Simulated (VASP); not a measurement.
# CoW2 (Cmcm) in VASP: single point with PBE

Aim: the single point of CoW2 with PBE.

Everything below comes from runs of VASP 6.6.1. Logs are shortened: lines on timing, memory, paths and dates and some standing lists are left out, and cuts for length are marked.

### Step 1. The cell of the first run

The structure is orthorhombic, space group Cmcm (No. 63). The conventional cell has a = 8.261 Å, b = 4.769 Å, c = 4.581 Å, α = 90.00°, β = 90.00°, γ = 90.00°. Within 3.6 Å of Co (site symmetry m2m) lie 10 W at 2.75 to 2.79 Å and 2 Co at 2.79 Å. Within 3.6 Å of W (site symmetry m) lie 5 Co at 2.75 to 2.79 Å and 7 W at 2.75 to 2.79 Å.

### Step 2. Single point, PBE, collinear spin, ferromagnetic start

Input file INCAR:

```
SYSTEM = CoW2
PREC = Accurate ; ENCUT = 520
EDIFF = 1E-7 ; ISMEAR = 0
SIGMA = 0.1 ; LREAL = .False.
LASPH = .True. ; NELM = 150
ALGO = Fast ; ISIF = 2
LWAVE = .False. ; LCHARG = .False.
ISPIN = 2 ; MAGMOM = 3 3 0 0 0 0
LORBIT = 11 ; LMAXMIX = 4
GGA = PE ; NBANDS = 50
```

Input file KPOINTS:

```
regular mesh
0
Gamma
  6 6 4
  0 0 0
```

Input file POSCAR:

```
CoW2
1.0
    4.1302683300     -2.3846115300      0.0000000000
    4.1302683300      2.3846115300      0.0000000000
    0.0000000000      0.0000000000      4.5810545000
Co W
2 4
Direct
    0.8333333300      0.1666666700      0.7500000000
    0.1666666700      0.8333333300      0.2500000000
    0.1666666700      0.5000000000      0.7500000000
    0.5000000000      0.8333333300      0.7500000000
    0.5000000000      0.1666666700      0.2500000000
    0.8333333300      0.5000000000      0.2500000000
```

Potentials or basis: VASP PAW PBE potentials, release 64 (Co, W_sv).

The run is started by

```
> cat potpaw_PBE.64/Co/POTCAR potpaw_PBE.64/W_sv/POTCAR > POTCAR
> mpirun -np 1 vasp_std > vasp.out
```

OUTCAR:

```text
SYSTEM = CoW2
   PREC = Accurate
   ENCUT = 520
   EDIFF = 1E-7
   ISMEAR = 0
   LREAL = .False.
   LASPH = .True.
   NELM = 150
   ISIF = 2
   ISPIN = 2
   LORBIT = 11
   GGA = PE

 ion  position               nearest neighbor table
   1  0.833  0.167  0.750-   4 2.75   3 2.75   3 2.75   4 2.75   3 2.75   4 2.75   5 2.79   6 2.79
                             5 2.79   6 2.79   2 2.79   2 2.79
   2  0.167  0.833  0.250-   6 2.75   5 2.75   6 2.75   5 2.75   5 2.75   6 2.75   3 2.79   4 2.79
                             3 2.79   4 2.79   1 2.79   1 2.79
   3  0.167  0.500  0.750-   1 2.75   4 2.75   1 2.75   4 2.75   4 2.75   1 2.75   5 2.79   5 2.79
                             2 2.79   2 2.79   6 2.79   6 2.79
   4  0.500  0.833  0.750-   1 2.75   3 2.75   1 2.75   3 2.75   3 2.75   1 2.75   6 2.79   6 2.79
                             2 2.79   2 2.79   5 2.79   5 2.79
   5  0.500  0.167  0.250-   2 2.75   6 2.75   2 2.75   6 2.75   6 2.75   2 2.75   3 2.79   3 2.79
                             1 2.79   1 2.79   4 2.79   4 2.79
   6  0.833  0.500  0.250-   2 2.75   5 2.75   2 2.75   5 2.75   5 2.75   2 2.75   4 2.79   4 2.79
                             1 2.79   1 2.79   3 2.79   3 2.79

  LATTYP: Found a hexagonal cell.
 ALAT       =     4.7692230632
 C/A-ratio  =     0.9605452375

  Lattice vectors:

 A1 = (  -4.1302683300,  -2.3846115300,   0.0000000000)
 A2 = (   4.1302683300,  -2.3846115300,   0.0000000000)
 A3 = (   0.0000000000,   0.0000000000,   4.5810545000)

Analysis of symmetry for initial positions (statically):
=====================================================================
 Subroutine PRICEL returns:
 Original cell was already a primitive cell.

 Routine SETGRP: Setting up the symmetry group for a
 hexagonal supercell.

 Subroutine GETGRP returns: Found  8 space group operations
 (whereof  4 operations were pure point group operations)
 out of a pool of 24 trial point group operations.

The static configuration has the point symmetry C_2h.
 The point group associated with its full space group is D_2h.

Analysis of symmetry for dynamics (positions and initial velocities):
=====================================================================
 Subroutine PRICEL returns:
 Original cell was already a primitive cell.

 Routine SETGRP: Setting up the symmetry group for a
 hexagonal supercell.

 Subroutine GETGRP returns: Found  8 space group operations
 (whereof  4 operations were pure point group operations)
 out of a pool of 24 trial point group operations.

The dynamic configuration has the point symmetry C_2h.
 The point group associated with its full space group is D_2h.

Analysis of structural, dynamic, and magnetic symmetry:
=====================================================================
 Subroutine PRICEL returns:
 Original cell was already a primitive cell.

 Routine SETGRP: Setting up the symmetry group for a
 hexagonal supercell.

 Subroutine GETGRP returns: Found  8 space group operations
 (whereof  4 operations were pure point group operations)
 out of a pool of 24 trial point group operations.

The overall configuration has the point symmetry C_2h.
 The point group associated with its full space group is D_2h.

 Subroutine INISYM returns: Found  8 space group operations
 (whereof  4 operations are pure point group operations),
 and found     1 'primitive' translations

----------------------------------------------------------------------------------------

                                     Primitive cell

  volume of cell :      90.2384

  direct lattice vectors                    reciprocal lattice vectors
     4.130268330 -2.384611530  0.000000000     0.121057510 -0.209677758  0.000000000
     4.130268330  2.384611530  0.000000000     0.121057510  0.209677758  0.000000000
     0.000000000  0.000000000  4.581054500     0.000000000  0.000000000  0.218290352

  length of vectors
     4.769223063  4.769223063  4.581054500     0.242115020  0.242115020  0.218290352

  position of ions in fractional coordinates (direct lattice)
     0.833333330  0.166666670  0.750000000
     0.166666670  0.833333330  0.250000000
     0.166666670  0.500000000  0.750000000
     0.500000000  0.833333330  0.750000000
     0.500000000  0.166666670  0.250000000
     0.833333330  0.500000000  0.250000000

  ion indices of the primitive-cell ions
   primitive index   ion index
                 1           1
                 2           2
                 3           3
                 4           4
                 5           5
                 6           6

----------------------------------------------------------------------------------------

 KPOINTS: regular mesh

Automatic generation of k-mesh.
 Grid dimensions read from file:
 generate k-points for:    6    6    4

 Generating k-lattice:

  Cartesian coordinates                     Fractional coordinates (reciprocal lattice)
     0.020176252 -0.034946293  0.000000000     0.166666667  0.000000000  0.000000000
     0.020176252  0.034946293  0.000000000     0.000000000  0.166666667  0.000000000
     0.000000000  0.000000000  0.054572588     0.000000000  0.000000000  0.250000000

  Length of vectors
     0.040352503  0.040352503  0.054572588

  Shift w.r.t. Gamma in fractional coordinates (k-lattice)
     0.000000000  0.000000000  0.000000000

 Subroutine IBZKPT returns following result:
 ===========================================

 Found     39 irreducible k-points:

 Following reciprocal coordinates:
            Coordinates               Weight
  0.000000  0.000000  0.000000      1.000000
  0.166667  0.000000  0.000000      4.000000
  0.166667  0.166667  0.000000      2.000000
  0.333333  0.000000  0.000000      4.000000
  0.333333  0.333333  0.000000      2.000000
  0.500000  0.000000  0.000000      2.000000
[... 16 lines left out ...]
  0.500000  0.166667  0.250000      8.000000
  0.333333  0.500000  0.250000      8.000000
 [... further k-points ...]
   k-points           NKPTS =     39   k-points in BZ     NKDIM =     39   number of bands    NBANDS=     50
   number of dos      NEDOS =    301   number of ions     NIONS =      6
   total plane-waves  NPLWV =  46656
   dimension x,y,z NGX =    36 NGY =   36 NGZ =   36
   dimension x,y,z NGXF=    72 NGYF=   72 NGZF=   72
   ions per type =               2   4
   NGX,Y,Z   is equivalent  to a cutoff of  12.55, 12.55, 13.06 a.u.
   NGXF,Y,Z  is equivalent  to a cutoff of  25.10, 25.10, 26.13 a.u.
 SYSTEM =  CoW2
   PREC   = accura    normal or accurate (medium, high low for compatibility)
   ISTART =      0    job   : 0-new  1-cont  2-samecut
   ICHARG =      2    charge: 1-file 2-atom 10-const
   ISPIN  =      2    spin polarized calculation?
   LNONCOLLINEAR =      F non collinear calculations
   LSORBIT =      F    spin-orbit coupling
   LASPH  =      T    aspherical Exc in radial PAW
   ENCUT  =  520.0 eV  38.22 Ry    6.18 a.u.   8.87  8.87  8.52*2*pi/ulx,y,z
   NELM   =    150;   NELMIN=  2; NELMDL= -5     # of ELM steps
   EDIFF  = 0.1E-06   stopping-criterion for ELM
   LREAL  =      F    real-space projection
   EDIFFG = 0.1E-05   stopping-criterion for IOM
   NSW    =      0    number of steps for IOM
   IBRION =     -1    ionic relax: 0-MD 1-quasi-New 2-CG
   NFREE  =      0    steps in history (QN), initial steepest desc. (CG)
   ISIF   =      2    stress and relaxation
   ISYM   =      2    0-nonsym 1-usesym 2-fastsym
   POTIM  = 0.5000    time-step for ionic-motion
   TEBEG  =    0.0;   TEEND  =   0.0 temperature during run
   PSTRESS=    0.0 pullay stress
   NELECT =      74.0000    total number of electrons
   NUPDOWN=      -1.0000    fix difference up-down
   EMIN   =  10.00;   EMAX   =-10.00  energy-range for DOS
   EFERMI =   0.00;   METHOD = LEGACY
   ISMEAR =     0;   SIGMA  =   0.10  broadening in eV -4-tet -1-fermi 0-gaus
   EFERMI_NEDOS =   21; number of points for ismear=-14 and -15
   IALGO  =     68    algorithm
   IMIX   =      4    mixing-type and parameters
     AMIX     =   0.40;   BMIX     =  1.00
     AMIX_MAG =   1.60;   BMIX_MAG =  1.00
  volume/ion in A,a.u.               =      15.04       101.49
  Fermi-wavevector in a.u.,A,eV,Ry     =   1.532339  2.895701 31.947348  2.348064
  Thomas-Fermi vector in A             =   2.639559
   LORBIT       =     11    0 simple, 1 ext, 2 COOP (PROOUT), +10 PAW based schemes
   GGA     = PE    functional components
   LHFCALC =     F    Hartree Fock is set to
   AEXX    =    0.0000 exact exchange contribution
   IVDW    =     0    specifies the selected vdW correction
   LEPSILON=     F    determine dielectric tensor
   LRPA    =     F    only Hartree local field effects (RPA)
 spin polarized calculation
 RMM-DIIS sequential band-by-band and
 Gauss-broadening in eV      SIGMA  =   0.10
  energy-cutoff  :      520.00
  volume of cell :       90.24
 maximum number of plane-waves:      2442
   NGX = 17   NGY = 17   NGZ = 17

 number of electron      74.0000000 magnetization       1.3101378

 Free energy of the ion-electron system (eV)
  ---------------------------------------------------
  ext. energy  EPLUGINS =         0.00000000
  ---------------------------------------------------
  free energy    TOTEN  =       -63.73115645 eV

  energy without entropy =      -63.69323241  energy(sigma->0) =      -63.71219443

 E-fermi :   9.9448     XC(G=0): -13.2242

 val. band max:        9.9428104724   @ k =   0.3333   0.1667   0.5000
 cond. band min:       9.9457226725   @ k =  -0.1667   0.3333   0.0000
 fundamental gap:      0.0029122001
 Fermi energy:         9.9448203059

 spin component 1

 k-point     1 :       0.0000    0.0000    0.0000
  band No.  band energies     occupation
      1     -63.8019      1.00000
      2     -63.7070      1.00000
      3     -63.6718      1.00000
      4     -63.6716      1.00000
      5     -28.4724      1.00000
      6     -28.3443      1.00000
[... 41 lines left out ...]
     48      14.5900      0.00000
     49      15.4272      0.00000

 k-point     2 :       0.1667    0.0000    0.0000
  band No.  band energies     occupation
      1     -63.7951      1.00000
      2     -63.7053      1.00000
      3     -63.6878      1.00000
      4     -63.6643      1.00000
      5     -28.4473      1.00000
      6     -28.3182      1.00000
[... 1136 lines left out ...]
 k-point    24 :       0.3333    0.5000    0.2500
  band No.  band energies     occupation
      1     -63.7583      1.00000
      2     -63.7108      1.00000
      3     -63.6965      1.00000
      4     -63.6873      1.00000
      5     -28.4129      1.00000
      6     -28.3686      1.00000
[... 41 lines left out ...]
     48      14.1227      0.00000
     49      14.6215      0.00000

 [... further k-points ...]

 spin component 2

 k-point     1 :       0.0000    0.0000    0.0000
  band No.  band energies     occupation
      1     -63.7882      1.00000
      2     -63.6936      1.00000
      3     -63.6584      1.00000
      4     -63.6581      1.00000
      5     -28.4556      1.00000
      6     -28.3237      1.00000
[... 41 lines left out ...]
     48      14.6494      0.00000
     49      15.5570      0.00000

 k-point     2 :       0.1667    0.0000    0.0000
  band No.  band energies     occupation
      1     -63.7814      1.00000
      2     -63.6918      1.00000
      3     -63.6743      1.00000
      4     -63.6510      1.00000
      5     -28.4306      1.00000
      6     -28.2987      1.00000
[... 1136 lines left out ...]
 k-point    24 :       0.3333    0.5000    0.2500
  band No.  band energies     occupation
      1     -63.7447      1.00000
      2     -63.6973      1.00000
      3     -63.6831      1.00000
      4     -63.6738      1.00000
      5     -28.3916      1.00000
      6     -28.3452      1.00000
[... 41 lines left out ...]
     48      14.1812      0.00000
     49      14.6466      0.00000

 [... further k-points ...]

 [bands above 49 left out]

------------------------ aborting loop because EDIFF is reached ----------------------------------------

  FORCE on cell =-STRESS in cart. coord.  units (eV):
  Direction    XX          YY          ZZ          XY          YZ          ZX
  --------------------------------------------------------------------------------------
  -------------------------------------------------------------------------------------
  Total       -2.0681809     -5.2820699     -6.8172514      0.0000000     -0.0000000      0.0000000
  in kB      -36.7204290    -93.7828376   -121.0398935      0.0000000     -0.0000000      0.0000000
  external PRESSURE =     -83.8477200 kB  Pullay stress =       0.0000000 kB

 VOLUME and BASIS-vectors are now :
 -----------------------------------------------------------------------------
  energy-cutoff  :      520.00
  volume of cell :       90.24
      direct lattice vectors                 reciprocal lattice vectors
     4.130268330 -2.384611530  0.000000000     0.121057510 -0.209677758  0.000000000
     4.130268330  2.384611530  0.000000000     0.121057510  0.209677758  0.000000000
     0.000000000  0.000000000  4.581054500     0.000000000  0.000000000  0.218290352

 POSITION                                       TOTAL-FORCE (eV/Angst)
 -----------------------------------------------------------------------------------
      4.13027     -1.58974      3.43579         0.000000     -0.547125      0.000000
      4.13027      1.58974      1.14526         0.000000      0.547125     -0.000000
      2.75351      0.79487      3.43579         0.323669      0.583545      0.000000
      5.50702      0.79487      3.43579        -0.323669      0.583545      0.000000
      2.75351     -0.79487      1.14526         0.323669     -0.583545     -0.000000
      5.50702     -0.79487      1.14526        -0.323669     -0.583545     -0.000000
 -----------------------------------------------------------------------------------
    total drift:                                0.000000      0.000000      0.000000

  FREE ENERGIE OF THE ION-ELECTRON SYSTEM (eV)
  ---------------------------------------------------
  free  energy   TOTEN  =       -63.7311564486 eV

  energy  without entropy=      -63.6932324142  energy(sigma->0) =      -63.71219443

 total charge

# of ion       s       p       d       tot
------------------------------------------
    1        0.450   0.464   7.281   8.194
    2        0.450   0.464   7.281   8.194
    3        2.413   6.287   3.321  12.021
    4        2.413   6.287   3.321  12.021
    5        2.413   6.287   3.321  12.021
    6        2.413   6.287   3.321  12.021
--------------------------------------------------
tot         10.554  26.074  27.847  64.475

 magnetization (x)

# of ion       s       p       d       tot
------------------------------------------
    1        0.002  -0.005   0.612   0.610
    2        0.002  -0.005   0.612   0.610
    3        0.000  -0.001   0.030   0.029
    4        0.000  -0.001   0.030   0.029
    5        0.000  -0.001   0.030   0.029
    6        0.000  -0.001   0.030   0.029
--------------------------------------------------
tot          0.006  -0.014   1.344   1.336
```

It took 15 min on 1 thread of Intel Xeon Platinum 8259CL at 2.50GHz (Skylake/Cascade Lake), shared host; peak memory 0.41 GiB.

Results:

```
Free energy                                           : -63.7312 eV
Pressure                                              : -8.4 GPa
Largest force                                         : 0.667 eV/Å
Net moment                                            : 1.31 μB per cell
Site moments                                          : Co +0.61; W +0.03 μB
Valence electrons inside the program's atomic spheres : Co 8.19; W 12.02
```

Forces in eV/Å, atoms in the order of the input:
```
Co   0.000 -0.547  0.000
Co   0.000  0.547  0.000
W    0.324  0.584  0.000
W   -0.324  0.584  0.000
W    0.324 -0.584  0.000
W   -0.324 -0.584  0.000
```

Caveat: the stress differs along the axes, from -12 to -4 GPa; spin-orbit coupling is left out, which moves the levels of the heavy elements.
